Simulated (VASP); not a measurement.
# Ti4C5 in VASP: single point with r2SCAN

Aim: the single point of Ti4C5 with r2SCAN.

Everything below comes from runs of VASP 6.6.1. Logs are shortened: lines on timing, memory, paths and dates and some standing lists are left out, and cuts for length are marked.

## Step 1: The cell of the first run

The cell holds a slab with vacuum, 9 atoms: a = 3.060 Å, b = 3.060 Å, c = 27.746 Å, α = 90.00°, β = 90.00°, γ = 120.00°.

## Step 2: Single point, r2SCAN

POSCAR reads:

```
Ti4C5
1.0
    3.0603581490      0.0000000000      0.0000000000
   -1.5301790745      2.6503479017      0.0000000000
    0.0000000000      0.0000000000     27.7457018777
C Ti
5 4
Direct
    0.3333333333      0.6666666667      0.3063537566
    0.0000000000      0.0000000000      0.3964135423
    0.6666666667      0.3333333333      0.4869051747
    0.3333333333      0.6666666667      0.5785992840
    0.6666666667      0.3333333333      0.6886762855
    0.6666666667      0.3333333333      0.3513836495
    0.3333333333      0.6666666667      0.4414434351
    0.0000000000      0.0000000000      0.5301095064
    0.6666666667      0.3333333333      0.6176748754
```

INCAR.step1 reads:

```
SYSTEM = Ti4C5
ALGO = Normal ; DIPOL = 0.5 0.5 0.489
EDIFF = 1E-4 ; ENCUT = 520
GGA = PE ; IDIPOL = 3
ISMEAR = 0 ; LASPH = .TRUE.
LCHARG = .FALSE. ; LDIPOL = .TRUE.
LREAL = .FALSE. ; LWAVE = .TRUE.
NBANDS = 44 ; NELM = 80
PREC = Accurate ; SIGMA = 0.1
```

INCAR.step2 reads:

```
SYSTEM = Ti4C5
ALGO = Normal ; DIPOL = 0.5 0.5 0.489
EDIFF = 1E-7 ; ENCUT = 520
IDIPOL = 3 ; ISIF = 2
ISMEAR = 0 ; ISTART = 1
LASPH = .TRUE. ; LCHARG = .TRUE.
LDIPOL = .TRUE. ; LELF = .TRUE.
LMIXTAU = .TRUE. ; LREAL = .FALSE.
LVACPOTAV = .TRUE. ; LVHAR = .TRUE.
LWAVE = .FALSE. ; METAGGA = R2SCAN
NBANDS = 44 ; NELM = 80
PREC = Accurate ; SIGMA = 0.1
```

KPOINTS reads:

```
k-points
0
G
  12 12 1
  0 0 0
```

Potentials or basis: VASP PAW PBE potentials, release 64 (C, Ti_sv).

The run is started by

```bash
$ cat potpaw_PBE.64/C/POTCAR potpaw_PBE.64/Ti_sv/POTCAR > POTCAR
$ cp INCAR.step1 INCAR
$ mpirun -np 1 vasp_std > vasp.out
$ cp INCAR.step2 INCAR
$ mpirun -np 1 vasp_std > vasp.out
```

OUTCAR:

```text
SYSTEM = Ti4C5
   EDIFF = 1E-7
   ENCUT = 520
   ISIF = 2
   ISMEAR = 0
   ISTART = 1
   LASPH = .TRUE.
   LREAL = .FALSE.
   METAGGA = R2SCAN
   NELM = 80
   PREC = Accurate

 ion  position               nearest neighbor table
   1  0.333  0.667  0.306-   6 2.16   6 2.16   6 2.16
   2  0.000  0.000  0.396-   7 2.16   6 2.16   7 2.16   6 2.16   7 2.16   6 2.16
   3  0.667  0.333  0.487-   8 2.14   8 2.14   8 2.14   7 2.17   7 2.17   7 2.17
   4  0.333  0.667  0.579-   9 2.07   9 2.07   9 2.07   8 2.22   8 2.22   8 2.22
   5  0.667  0.333  0.689-   9 1.97
   6  0.667  0.333  0.351-   2 2.16   2 2.16   2 2.16   1 2.16   1 2.16   1 2.16
   7  0.333  0.667  0.441-   2 2.16   2 2.16   2 2.16   3 2.17   3 2.17   3 2.17
   8  0.000  0.000  0.530-   3 2.14   3 2.14   3 2.14   4 2.22   4 2.22   4 2.22
   9  0.667  0.333  0.618-   5 1.97   4 2.07   4 2.07   4 2.07

  LATTYP: Found a hexagonal cell.
 ALAT       =     3.0603581490
 C/A-ratio  =     9.0661617127

  Lattice vectors:

 A1 = (   3.0603581490,   0.0000000000,   0.0000000000)
 A2 = (  -1.5301790745,   2.6503479017,   0.0000000000)
 A3 = (   0.0000000000,   0.0000000000,  27.7457018777)

Analysis of symmetry for initial positions (statically):
=====================================================================
 Subroutine PRICEL returns:
 Original cell was already a primitive cell.

 Routine SETGRP: Setting up the symmetry group for a
 hexagonal supercell.

 Subroutine GETGRP returns: Found  6 space group operations
 (whereof  6 operations were pure point group operations)
 out of a pool of 24 trial point group operations.

The static configuration has the point symmetry C_3v.

Analysis of symmetry for dynamics (positions and initial velocities):
=====================================================================
 Subroutine PRICEL returns:
 Original cell was already a primitive cell.

 Routine SETGRP: Setting up the symmetry group for a
 hexagonal supercell.

 Subroutine GETGRP returns: Found  6 space group operations
 (whereof  6 operations were pure point group operations)
 out of a pool of 24 trial point group operations.

The dynamic configuration has the point symmetry C_3v.

 Subroutine INISYM returns: Found  6 space group operations
 (whereof  6 operations are pure point group operations),
 and found     1 'primitive' translations

----------------------------------------------------------------------------------------

                                     Primitive cell

  volume of cell :     225.0458

  direct lattice vectors                    reciprocal lattice vectors
[... 113 lines left out ...]
   IMIX   =      4    mixing-type and parameters
     AMIX     =   0.40;   BMIX     =  1.00
     AMIX_MAG =   1.60;   BMIX_MAG =  1.00
  volume/ion in A,a.u.               =      25.01       168.74
  Fermi-wavevector in a.u.,A,eV,Ry     =   1.098553  2.075963 16.419753  1.206818
  Thomas-Fermi vector in A             =   2.234932
   LORBIT       =      0    0 simple, 1 ext, 2 COOP (PROOUT), +10 PAW based schemes
   METAGGA = R2SCAN    functional components
   LHFCALC =     F    Hartree Fock is set to
   AEXX    =    0.0000 exact exchange contribution
   IVDW    =     0    specifies the selected vdW correction
   LEPSILON=     F    determine dielectric tensor
   LRPA    =     F    only Hartree local field effects (RPA)
 non-spin polarized calculation
 Gauss-broadening in eV      SIGMA  =   0.10
  energy-cutoff  :      520.00
  volume of cell :      225.05
 maximum number of plane-waves:      6082
 NGX is ok and might be reduce to    24
   NGX = 11   NGY = 11   NGZ =103

 dipolmoment           0.000000      0.000000     -0.006481 electrons x Angstroem

 number of electron      67.9999997 magnetization

 dipolmoment           0.000000      0.000000      0.023256 electrons x Angstroem

 Free energy of the ion-electron system (eV)
  ---------------------------------------------------
  ext. energy  EPLUGINS =         0.00000000
  ---------------------------------------------------
  free energy    TOTEN  =       -98.75409282 eV

  energy without entropy =      -98.72412168  energy(sigma->0) =      -98.73910725

 E-fermi :  -0.5903     XC(G=0):  -6.0886

 val. band max:       -0.6539784383   @ k =   0.0000   0.0000   0.0000
 cond. band min:      -0.5546966140   @ k =   0.2500   0.1667   0.0000
 fundamental gap:      0.0992818244
 Fermi energy:        -0.5903184337

 k-point     1 :       0.0000    0.0000    0.0000
  band No.  band energies     occupation
      1     -59.7580      2.00000
      2     -59.6799      2.00000
      3     -59.2141      2.00000
      4     -59.1186      2.00000
      5     -35.1625      2.00000
      6     -34.8892      2.00000
[... 882 lines left out ...]
     43       2.6277      0.00000
     44       3.1425      0.00000

------------------------ aborting loop because EDIFF is reached ----------------------------------------

 vacuum level on the upper side and lower side of the slab       (xc-potential included)         0.215        -0.223

  FORCE on cell =-STRESS in cart. coord.  units (eV):
  Direction    XX          YY          ZZ          XY          YZ          ZX
  --------------------------------------------------------------------------------------
  -------------------------------------------------------------------------------------
  Total       -1.2467649     -1.2467649     -1.0056166      0.0000000      0.0000000      0.0000000
  in kB       -8.8761429     -8.8761429     -7.1593262      0.0000000      0.0000000      0.0000000
  external PRESSURE =      -8.3038707 kB  Pullay stress =       0.0000000 kB

 VOLUME and BASIS-vectors are now :
 -----------------------------------------------------------------------------
  energy-cutoff  :      520.00
  volume of cell :      225.05
      direct lattice vectors                 reciprocal lattice vectors
     3.060358149  0.000000000  0.000000000     0.326759141  0.188654478  0.000000000
    -1.530179074  2.650347902  0.000000000     0.000000000  0.377308956  0.000000000
     0.000000000  0.000000000 27.745701878     0.000000000  0.000000000  0.036041618

 POSITION                                       TOTAL-FORCE (eV/Angst)
 -----------------------------------------------------------------------------------
     -0.00000      1.76690      8.50000        -0.000000      0.000000      0.954195
      0.00000      0.00000     10.99877        -0.000000      0.000000     -0.273303
      1.53018      0.88345     13.50953        -0.000000     -0.000000     -0.008845
     -0.00000      1.76690     16.05364        -0.000000      0.000000     -0.028733
      1.53018      0.88345     19.10781        -0.000000      0.000000      0.046762
      1.53018      0.88345      9.74939        -0.000000     -0.000000     -0.766826
     -0.00000      1.76690     12.24816         0.000000      0.000000      0.028101
      0.00000      0.00000     14.70826        -0.000000      0.000000      0.014107
      1.53018      0.88345     17.13782         0.000000      0.000000      0.034540
 -----------------------------------------------------------------------------------
    total drift:                               -0.000001      0.000001      0.004793

  FREE ENERGIE OF THE ION-ELECTRON SYSTEM (eV)
  ---------------------------------------------------
  free  energy   TOTEN  =       -98.7540928232 eV

  energy  without entropy=      -98.7241216770  energy(sigma->0) =      -98.73910725

 vacuum level on the upper side and lower side of the slab         6.822         6.303
```

OUTCAR.step1:

```text
SYSTEM = Ti4C5
   EDIFF = 1E-4
   ENCUT = 520
   GGA = PE
   ISMEAR = 0
   LASPH = .TRUE.
   LREAL = .FALSE.
   NELM = 80
   PREC = Accurate

[... 1138 lines left out ...]
      0.00000      0.00000     14.70826        -0.000000     -0.000000      0.035835
      1.53018      0.88345     17.13782         0.000000     -0.000000      0.074779
 -----------------------------------------------------------------------------------
    total drift:                               -0.000001      0.000000      0.011692

  FREE ENERGIE OF THE ION-ELECTRON SYSTEM (eV)
  ---------------------------------------------------
  free  energy   TOTEN  =       -74.0769589057 eV

  energy  without entropy=      -74.0486728984  energy(sigma->0) =      -74.06281590

 vacuum level on the upper side and lower side of the slab         6.307         6.207
```

Wall time 54 min (1 thread of Oxide Virtual Turin-like, shared host); peak memory 0.45 GiB.

What came out:

| Quantity | Value |
| --- | --- |
| Free energy | -98.7541 eV |
| Largest force | 0.954 eV/Å |
| Band gap on the k mesh | zero (bands 34 and 35 overlap by 0.84 eV) |
| Work function of the upper face | 7.41 eV |
| Work function of the lower face | 6.89 eV |

Forces on the atoms (eV/Å):
```
C    0.000  0.000  0.954
C    0.000  0.000 -0.273
C    0.000  0.000 -0.009
C    0.000  0.000 -0.029
C    0.000  0.000  0.047
Ti   0.000  0.000 -0.767
Ti   0.000  0.000  0.028
Ti   0.000  0.000  0.014
Ti   0.000  0.000  0.035
```

Caveat: the PAW data sets were made with another functional, which shifts forces and pressure a little.

The gap in the log of VASP goes by the Fermi energy; the results here count the filled bands.